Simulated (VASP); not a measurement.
# CaS (Fm-3m) in VASP: settings compared

The runs below take CaS through single point, with PBE, PBE0, PBE-based global hybrid with 5 % exact exchange, PBE-based screened hybrid with 10 % exact exchange, PBE-based screened hybrid with 20 % exact exchange.

All numbers are computed with VASP 6.6.1; they aren't measurements. Logs are shortened: lines on timing, memory, paths and dates and some standing lists are left out, and cuts for length are marked.

## (1) The cell of the first run

The structure is cubic, space group Fm-3m (No. 225). Conventional cell: a = 5.686 Å, b = 5.686 Å, c = 5.686 Å, α = 90.00°, β = 90.00°, γ = 90.00°. Within 3.7 Å of Ca (site symmetry m-3m) lie 6 S at 2.84 Å. S (site symmetry m-3m) has 6 Ca at 2.84 Å within 3.7 Å.

## (2) Single point, PBE

Contents of INCAR:

```
SYSTEM = CaS
PREC = Accurate
ENCUT = 500
EDIFF = 1E-6
ISMEAR = 0
SIGMA = 0.05
LREAL = .False.
LASPH = .True.
NELM = 120
ALGO = Normal
ISIF = 2
LWAVE = .False.
LCHARG = .False.
GGA = PE
NBANDS = 15
GGA_COMPAT = .False.
```

Contents of KPOINTS:

```
regular mesh
0
Gamma
  4 4 4
  0 0 0
```

Contents of POSCAR:

```
CaS
1.0
    0.0000000000      2.8430011916      2.8430011916
    2.8430011916      0.0000000000      2.8430011916
    2.8430011916      2.8430011916      0.0000000000
Ca S
1 1
Direct
    0.5000000000      0.5000000000      0.5000000000
    0.0000000000      0.0000000000      0.0000000000
```

Potentials or basis: VASP PAW PBE potentials, release 64 (Ca_sv, S).

Command:

```console
> cat potpaw_PBE.64/Ca_sv/POTCAR potpaw_PBE.64/S/POTCAR > POTCAR
> mpirun -np 1 vasp_std > vasp.out
```

OUTCAR:

```text
SYSTEM = CaS
   PREC = Accurate
   ENCUT = 500
   EDIFF = 1E-6
   ISMEAR = 0
   LREAL = .False.
   LASPH = .True.
   NELM = 120
   ISIF = 2
   GGA = PE

 ion  position               nearest neighbor table
   1  0.500  0.500  0.500-   2 2.84   2 2.84   2 2.84   2 2.84   2 2.84   2 2.84
   2  0.000  0.000  0.000-   1 2.84   1 2.84   1 2.84   1 2.84   1 2.84   1 2.84

  LATTYP: Found a face centered cubic cell.
 ALAT       =     5.6860023832

  Lattice vectors:

 A1 = (   0.0000000000,   2.8430011916,   2.8430011916)
 A2 = (   2.8430011916,   0.0000000000,   2.8430011916)
 A3 = (   2.8430011916,   2.8430011916,   0.0000000000)

Analysis of symmetry for initial positions (statically):
=====================================================================
 Subroutine PRICEL returns:
 Original cell was already a primitive cell.

 Routine SETGRP: Setting up the symmetry group for a
 face centered cubic supercell.

 Subroutine GETGRP returns: Found 48 space group operations
 (whereof 48 operations were pure point group operations)
 out of a pool of 48 trial point group operations.

The static configuration has the point symmetry O_h .

Analysis of symmetry for dynamics (positions and initial velocities):
=====================================================================
 Subroutine PRICEL returns:
 Original cell was already a primitive cell.

 Routine SETGRP: Setting up the symmetry group for a
 face centered cubic supercell.

 Subroutine GETGRP returns: Found 48 space group operations
 (whereof 48 operations were pure point group operations)
 out of a pool of 48 trial point group operations.

The dynamic configuration has the point symmetry O_h .

 Subroutine INISYM returns: Found 48 space group operations
 (whereof 48 operations are pure point group operations),
 and found     1 'primitive' translations

----------------------------------------------------------------------------------------

                                     Primitive cell

  volume of cell :      45.9580

  direct lattice vectors                    reciprocal lattice vectors
     0.000000000  2.843001192  2.843001192    -0.175870486  0.175870486  0.175870486
     2.843001192  0.000000000  2.843001192     0.175870486 -0.175870486  0.175870486
     2.843001192  2.843001192  0.000000000     0.175870486  0.175870486 -0.175870486

  length of vectors
     4.020610843  4.020610843  4.020610843     0.304616617  0.304616617  0.304616617

  position of ions in fractional coordinates (direct lattice)
     0.500000000  0.500000000  0.500000000
     0.000000000  0.000000000  0.000000000

  ion indices of the primitive-cell ions
   primitive index   ion index
                 1           1
                 2           2

----------------------------------------------------------------------------------------

 KPOINTS: regular mesh

Automatic generation of k-mesh.
 Grid dimensions read from file:
 generate k-points for:    4    4    4

 Generating k-lattice:

  Cartesian coordinates                     Fractional coordinates (reciprocal lattice)
    -0.043967621  0.043967621  0.043967621     0.250000000  0.000000000  0.000000000
     0.043967621 -0.043967621  0.043967621     0.000000000  0.250000000  0.000000000
     0.043967621  0.043967621 -0.043967621     0.000000000  0.000000000  0.250000000

  Length of vectors
     0.076154154  0.076154154  0.076154154

  Shift w.r.t. Gamma in fractional coordinates (k-lattice)
     0.000000000  0.000000000  0.000000000

 Subroutine IBZKPT returns following result:
 ===========================================

 Found      8 irreducible k-points:

 Following reciprocal coordinates:
            Coordinates               Weight
  0.000000  0.000000  0.000000      1.000000
  0.250000  0.000000  0.000000      8.000000
  0.500000  0.000000  0.000000      4.000000
  0.250000  0.250000  0.000000      6.000000
  0.500000  0.250000  0.000000     24.000000
 -0.250000  0.250000  0.000000     12.000000
  0.500000  0.500000  0.000000      3.000000
 -0.250000  0.500000  0.250000      6.000000
   k-points           NKPTS =      8   k-points in BZ     NKDIM =      8   number of bands    NBANDS=     15
   number of dos      NEDOS =    301   number of ions     NIONS =      2
   total plane-waves  NPLWV =  27000
   dimension x,y,z NGX =    30 NGY =   30 NGZ =   30
   dimension x,y,z NGXF=    60 NGYF=   60 NGZF=   60
   ions per type =               1   1
   NGX,Y,Z   is equivalent  to a cutoff of  12.40, 12.40, 12.40 a.u.
   NGXF,Y,Z  is equivalent  to a cutoff of  24.81, 24.81, 24.81 a.u.
 SYSTEM =  CaS
   PREC   = accura    normal or accurate (medium, high low for compatibility)
   ISTART =      0    job   : 0-new  1-cont  2-samecut
   ICHARG =      2    charge: 1-file 2-atom 10-const
   ISPIN  =      1    spin polarized calculation?
   LNONCOLLINEAR =      F non collinear calculations
   LSORBIT =      F    spin-orbit coupling
   LASPH  =      T    aspherical Exc in radial PAW
   ENCUT  =  500.0 eV  36.75 Ry    6.06 a.u.   7.33  7.33  7.33*2*pi/ulx,y,z
   NELM   =    120;   NELMIN=  2; NELMDL= -5     # of ELM steps
   EDIFF  = 0.1E-05   stopping-criterion for ELM
   LREAL  =      F    real-space projection
   EDIFFG = 0.1E-04   stopping-criterion for IOM
   NSW    =      0    number of steps for IOM
   IBRION =     -1    ionic relax: 0-MD 1-quasi-New 2-CG
   NFREE  =      0    steps in history (QN), initial steepest desc. (CG)
   ISIF   =      2    stress and relaxation
   ISYM   =      2    0-nonsym 1-usesym 2-fastsym
   POTIM  = 0.5000    time-step for ionic-motion
   TEBEG  =    0.0;   TEEND  =   0.0 temperature during run
   PSTRESS=    0.0 pullay stress
   NELECT =      16.0000    total number of electrons
   NUPDOWN=      -1.0000    fix difference up-down
   EMIN   =  10.00;   EMAX   =-10.00  energy-range for DOS
   EFERMI =   0.00;   METHOD = LEGACY
   ISMEAR =     0;   SIGMA  =   0.05  broadening in eV -4-tet -1-fermi 0-gaus
   EFERMI_NEDOS =   21; number of points for ismear=-14 and -15
   IALGO  =     38    algorithm
   IMIX   =      4    mixing-type and parameters
     AMIX     =   0.40;   BMIX     =  1.00
     AMIX_MAG =   1.60;   BMIX_MAG =  1.00
  volume/ion in A,a.u.               =      22.98       155.07
  Fermi-wavevector in a.u.,A,eV,Ry     =   1.151669  2.176339 18.045980  1.326342
  Thomas-Fermi vector in A             =   2.288325
   LORBIT       =      0    0 simple, 1 ext, 2 COOP (PROOUT), +10 PAW based schemes
   GGA     = PE    functional components
   LHFCALC =     F    Hartree Fock is set to
   AEXX    =    0.0000 exact exchange contribution
   IVDW    =     0    specifies the selected vdW correction
   LEPSILON=     F    determine dielectric tensor
   LRPA    =     F    only Hartree local field effects (RPA)
 non-spin polarized calculation
 Gauss-broadening in eV      SIGMA  =   0.05
  energy-cutoff  :      500.00
  volume of cell :       45.96
 maximum number of plane-waves:      1211
 NGX is ok and might be reduce to    30
   NGX = 15   NGY = 15   NGZ = 15

 number of electron      16.0000004 magnetization

 Free energy of the ion-electron system (eV)
  ---------------------------------------------------
  ext. energy  EPLUGINS =         0.00000000
  ---------------------------------------------------
  free energy    TOTEN  =       -10.35127300 eV

  energy without entropy =      -10.35127300  energy(sigma->0) =      -10.35127300

 E-fermi :   3.1357     XC(G=0):  -9.3327

 val. band max:        2.7717702370   @ k =   0.0000   0.0000   0.0000
 cond. band min:       5.1098223282   @ k =   0.5000   0.5000   0.0000
 fundamental gap:      2.3380520912
 Fermi energy:         3.1357081030

 k-point     1 :       0.0000    0.0000    0.0000
  band No.  band energies     occupation
      1     -36.4230      2.00000
      2     -17.4034      2.00000
      3     -17.4034      2.00000
      4     -17.4034      2.00000
      5      -8.5690      2.00000
      6       2.7718      2.00000
      7       2.7718      2.00000
      8       2.7718      2.00000
      9       6.9259      0.00000
     10       6.9259      0.00000
     11       6.9259      0.00000
     12       6.9450      0.00000
     13       7.5231      0.00000
     14       7.5231      0.00000
     15      13.6434      0.00000

 k-point     2 :       0.2500    0.0000    0.0000
  band No.  band energies     occupation
      1     -36.4172      2.00000
      2     -17.4901      2.00000
      3     -17.4101      2.00000
      4     -17.4101      2.00000
      5      -8.1830      2.00000
      6       0.9377      2.00000
      7       2.0959      2.00000
      8       2.0959      2.00000
      9       7.0538      0.00000
     10       7.7386      0.00000
     11       7.7386      0.00000
     12       8.9582      0.00000
     13       8.9582      0.00000
     14       9.0568      0.00000
     15      13.1557      0.00000

 k-point     3 :       0.5000    0.0000    0.0000
  band No.  band energies     occupation
      1     -36.4114      2.00000
      2     -17.5736      2.00000
      3     -17.4168      2.00000
      4     -17.4168      2.00000
      5      -7.7474      2.00000
      6      -0.3404      2.00000
      7       1.6032      2.00000
      8       1.6032      2.00000
      9       7.9960      0.00000
     10       8.8413      0.00000
     11       8.9730      0.00000
     12       8.9730      0.00000
     13      10.9409      0.00000
     14      10.9409      0.00000
     15      11.6309      0.00000
[... 55 lines left out ...]
 k-point     7 :       0.5000    0.5000    0.0000
  band No.  band energies     occupation
      1     -36.4077      2.00000
      2     -17.5282      2.00000
      3     -17.4529      2.00000
      4     -17.4529      2.00000
      5      -7.9387      2.00000
      6       0.4843      2.00000
      7       1.9614      2.00000
      8       1.9614      2.00000
      9       5.1098      0.00000
     10       8.3737      0.00000
     11       8.8080      0.00000
     12       9.5616      0.00000
     13       9.5672      0.00000
     14       9.5672      0.00000
     15      13.1659      0.00000

 k-point     8 :      -0.2500    0.5000    0.2500
  band No.  band energies     occupation
      1     -36.4077      2.00000
      2     -17.4906      2.00000
      3     -17.4906      2.00000
      4     -17.4633      2.00000
      5      -7.8206      2.00000
      6       0.9806      2.00000
      7       0.9806      2.00000
      8       1.2107      2.00000
      9       7.5953      0.00000
     10       7.5953      0.00000
     11       8.7758      0.00000
     12       9.2098      0.00000
     13       9.5757      0.00000
     14      12.1155      0.00000
     15      12.8938      0.00000

------------------------ aborting loop because EDIFF is reached ----------------------------------------

  FORCE on cell =-STRESS in cart. coord.  units (eV):
  Direction    XX          YY          ZZ          XY          YZ          ZX
  --------------------------------------------------------------------------------------
  -------------------------------------------------------------------------------------
  Total        0.3030800      0.3030800      0.3030800      0.0000000      0.0000000     -0.0000000
  in kB       10.5659050     10.5659050     10.5659050      0.0000000      0.0000000     -0.0000000
  external PRESSURE =      10.5659050 kB  Pullay stress =       0.0000000 kB

 VOLUME and BASIS-vectors are now :
 -----------------------------------------------------------------------------
  energy-cutoff  :      500.00
  volume of cell :       45.96
      direct lattice vectors                 reciprocal lattice vectors
     0.000000000  2.843001192  2.843001192    -0.175870486  0.175870486  0.175870486
     2.843001192  0.000000000  2.843001192     0.175870486 -0.175870486  0.175870486
     2.843001192  2.843001192  0.000000000     0.175870486  0.175870486 -0.175870486

 POSITION                                       TOTAL-FORCE (eV/Angst)
 -----------------------------------------------------------------------------------
      2.84300      2.84300      2.84300         0.000000      0.000000      0.000000
      0.00000      0.00000      0.00000        -0.000000     -0.000000     -0.000000
 -----------------------------------------------------------------------------------
    total drift:                                0.000000      0.000000      0.000000

  FREE ENERGIE OF THE ION-ELECTRON SYSTEM (eV)
  ---------------------------------------------------
  free  energy   TOTEN  =       -10.3512730040 eV

  energy  without entropy=      -10.3512730040  energy(sigma->0) =      -10.35127300
```

Wall time 7 s (1 thread of AMD EPYC 7R43 (Zen 3), shared host); peak memory 0.12 GiB.

What came out:

| Quantity | Value |
| --- | --- |
| Free energy | -10.3513 eV |
| Pressure | 1.1 GPa |
| Band gap on the k mesh | 2.34 eV (least direct gap 3.15 eV) |

Caveat: the k points lie up to 0.48 Å⁻¹ apart. A k mesh can miss the band edges.

## (3) Single point, PBE0

POSCAR is that of step 2.

Contents of INCAR.step1:

```
PREC = Accurate
ENCUT = 400
EDIFF = 1E-5
ISMEAR = 0
SIGMA = 0.05
LREAL = False
LASPH = True
NELM = 120
ALGO = Normal
ISIF = 2
LWAVE = True
LCHARG = False
GGA = PE
NBANDS = 15
GGA_COMPAT = False
```

Contents of INCAR.step2:

```
PREC = Accurate
ENCUT = 400
EDIFF = 1E-6
ISMEAR = 0
SIGMA = 0.05
LREAL = False
LASPH = True
NELM = 120
ALGO = Normal
ISIF = 2
LWAVE = False
LCHARG = False
GGA = PE
LHFCALC = True
AEXX = 0.25
PRECFOCK = Normal
ISTART = 1
NBANDS = 15
GGA_COMPAT = False
```

Contents of KPOINTS:

```
regular mesh
0
Gamma
  4 4 4
```

Potentials or basis: VASP PAW PBE potentials, release 64 (Ca_sv, S).

Command:

```console
> cat potpaw_PBE.64/Ca_sv/POTCAR potpaw_PBE.64/S/POTCAR > POTCAR
> cp INCAR.step1 INCAR
> mpirun -np 1 vasp_std > vasp.out
> cp INCAR.step2 INCAR
> mpirun -np 1 vasp_std > vasp.out
```

OUTCAR:

```text
PREC = Accurate
   ENCUT = 400
   EDIFF = 1E-6
   ISMEAR = 0
   LREAL = False
   LASPH = True
   NELM = 120
   ISIF = 2
   GGA = PE
   LHFCALC = True
   AEXX = 0.25
   PRECFOCK = Normal
   ISTART = 1

 ion  position               nearest neighbor table
   1  0.500  0.500  0.500-   2 2.84   2 2.84   2 2.84   2 2.84   2 2.84   2 2.84
   2  0.000  0.000  0.000-   1 2.84   1 2.84   1 2.84   1 2.84   1 2.84   1 2.84

  LATTYP: Found a face centered cubic cell.
 ALAT       =     5.6860023832

  Lattice vectors:

[... 320 lines left out ...]

------------------------ aborting loop because EDIFF is reached ----------------------------------------

  FORCE on cell =-STRESS in cart. coord.  units (eV):
  Direction    XX          YY          ZZ          XY          YZ          ZX
  --------------------------------------------------------------------------------------
  -------------------------------------------------------------------------------------
  Total        0.1475416      0.1475416      0.1475416      0.0000000      0.0000000      0.0000000
  in kB        5.1435603      5.1435603      5.1435603      0.0000000      0.0000000      0.0000000
  external PRESSURE =       5.1435603 kB  Pullay stress =       0.0000000 kB

 VOLUME and BASIS-vectors are now :
 -----------------------------------------------------------------------------
  energy-cutoff  :      400.00
  volume of cell :       45.96
      direct lattice vectors                 reciprocal lattice vectors
     0.000000000  2.843001192  2.843001192    -0.175870486  0.175870486  0.175870486
     2.843001192  0.000000000  2.843001192     0.175870486 -0.175870486  0.175870486
     2.843001192  2.843001192  0.000000000     0.175870486  0.175870486 -0.175870486

 POSITION                                       TOTAL-FORCE (eV/Angst)
 -----------------------------------------------------------------------------------
      2.84300      2.84300      2.84300         0.000000     -0.000000      0.000000
      0.00000      0.00000      0.00000         0.000000      0.000000      0.000000
 -----------------------------------------------------------------------------------
    total drift:                               -0.000000     -0.000000     -0.000000

  FREE ENERGIE OF THE ION-ELECTRON SYSTEM (eV)
  ---------------------------------------------------
  free  energy   TOTEN  =       -12.2345637090 eV

  energy  without entropy=      -12.2345637090  energy(sigma->0) =      -12.23456371
```

It took 3.8 min on 1 thread of AMD EPYC 7R43 (Zen 3), shared host; peak memory 0.13 GiB.

What came out:

```yaml
Free_energy: -12.2346 eV
Pressure: 0.5 GPa
Band_gap_on_the_k_mesh: 4.13 eV (least direct gap 5.05 eV)
```

Caveat: the k points lie up to 0.48 Å⁻¹ apart; the PAW data sets were made with another functional, which shifts forces and pressure a little. A k mesh can miss the band edges.

(Part 1 of 2 ends here.)
